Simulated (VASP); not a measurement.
# Te2Mo: single point with PBE+D4

The system is Te2Mo, a slab with vacuum.

```
Te Mo
1.0
     3.50163    0.00000    0.00000
    -1.75081    3.03250    0.00000
     0.00000    0.00000   30.52556
Te Mo
6 3
Direct
  0.00000 0.00000 0.05947
  0.33333 0.66667 0.28434
  0.33333 0.66667 0.83461
  0.33333 0.66667 0.16539
  0.33333 0.66667 0.71566
  0.00000 0.00000 0.94053
  0.33333 0.66667 0.00000
  0.00000 0.00000 0.22490
  0.00000 0.00000 0.77510
```

```yaml
Program: VASP 6.6.1
Task: single point
Functional: PBE
Dispersion: D4
Potentials_or_basis: VASP PAW PBE potentials, release 64 (Te, Mo_sv)
Cutoff: 520 eV
k_mesh: 9 × 9 × 1
Occupations: fermi-dirac, width 0.05 eV
Spin: no spin polarisation
```

* Largest force: 0.012 eV/Å
* Band gap on the k mesh: 0.81 eV, indirect (least direct gap 1.11 eV)
* Dispersion energy per atom: -0.528 eV

Forces in eV/Å, atoms in the order of the input:
```
Te   0.000  0.000  0.010
Te   0.000  0.000  0.012
Te   0.000  0.000  0.004
Te   0.000  0.000 -0.004
Te   0.000  0.000 -0.012
Te   0.000  0.000 -0.010
Mo   0.000  0.000  0.000
Mo   0.000  0.000  0.006
Mo   0.000  0.000 -0.006
```

Levels at points of the mesh, in eV from the valence-band top:
```tsv
k point	band 36	band 37	band 38	band 39	band 40	band 41	band 42	band 43
(0.00, 0.00, 0.00)	-1.00	-0.95	-0.08	0.00	2.90	2.90	2.96	2.96
```

Wall time 12 min on 1 thread of AMD EPYC 7R13 (shared host), peak memory 0.48 GiB.

Caveat: spin-orbit coupling is left out, which moves the levels of the heavy elements.
